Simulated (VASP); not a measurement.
Set up this calculation in VASP 6.6.1, as the native input.

| Item | Value |
| --- | --- |
| Task | relaxation of cell and atoms |
| Functional | PBE |
| Potentials or basis | VASP PAW PBE potentials, release 64 (Mo_sv, Se) |
| Cutoff | 500 eV |
| k mesh | 12 × 12 × 12 |
| Occupations | gaussian, width 0.1 eV |
| Spin | collinear spin |
| Starting moments | [2.73, 0.0, 0.0, 0.0] μB |
| Dipole correction | no |
| Further INCAR settings | ALGO = Normal; EDIFF = 1e-07; IBRION = 2; EDIFFG = -0.01; NSW = 100; ISIF = 3 |

The structure of MoSe3 lies in POSCAR:

```
MoSe3
1.0
    4.2785552827      0.0000000000      0.0000000000
    0.0000000000      4.2785552827      0.0000000000
    0.0000000000      0.0000000000      4.2785552827
Mo Se
1 3
Direct
    0.0000000000      0.0000000000      0.0000000000
    0.0000000000      0.5000000000      0.5000000000
    0.5000000000      0.0000000000      0.5000000000
    0.5000000000      0.5000000000      0.0000000000
```

These files were run (other wordings do the same):

INCAR

```
ALGO = Normal
EDIFF = 1E-7
EDIFFG = -0.01
ENCUT = 500
GGA = PE
GGA_COMPAT = F
IBRION = 2
ISIF = 3
ISMEAR = 0
ISPIN = 2
LASPH = T
LCHARG = F
LMAXMIX = 4
LORBIT = 11
LREAL = F
LWAVE = F
MAGMOM = 2.73 0 0 0
NELM = 200
NELMIN = 4
NSW = 100
PREC = Accurate
SIGMA = 0.1
```

KPOINTS

```
k-points
0
Gamma
  12 12 12
```

Potentials or basis: VASP PAW PBE potentials, release 64 (Mo_sv, Se).

The run is started by

```bash
$ cat potpaw_PBE.64/Mo_sv/POTCAR potpaw_PBE.64/Se/POTCAR > POTCAR
$ mpirun -np 1 vasp_std > vasp.out
```

It gave:

```
Relaxed volume                                        : 19.45 Å³/atom
Relaxed cell                                          : a = 4.269 Å, b = 4.269 Å, c = 4.269 Å, α = 90.00°, β = 90.00°, γ = 90.00°
Space group after relaxing (to 0.1 Å)                 : Pm-3m (No. 221)
Energy gained by relaxing                             : 0.2 meV/atom
Ionic steps                                           : 3
Pressure after relaxing                               : 0.0 GPa
Net moment                                            : 2.38 μB per cell
Site moments                                          : Mo +2.33; Se -0.09 μB
Valence electrons inside the program's atomic spheres : Mo 12.06; Se 3.71
```

Run time: 6.7 min on 1 thread of Oxide Virtual Turin-like Processor, with other jobs on the host, peak memory 0.31 GiB.
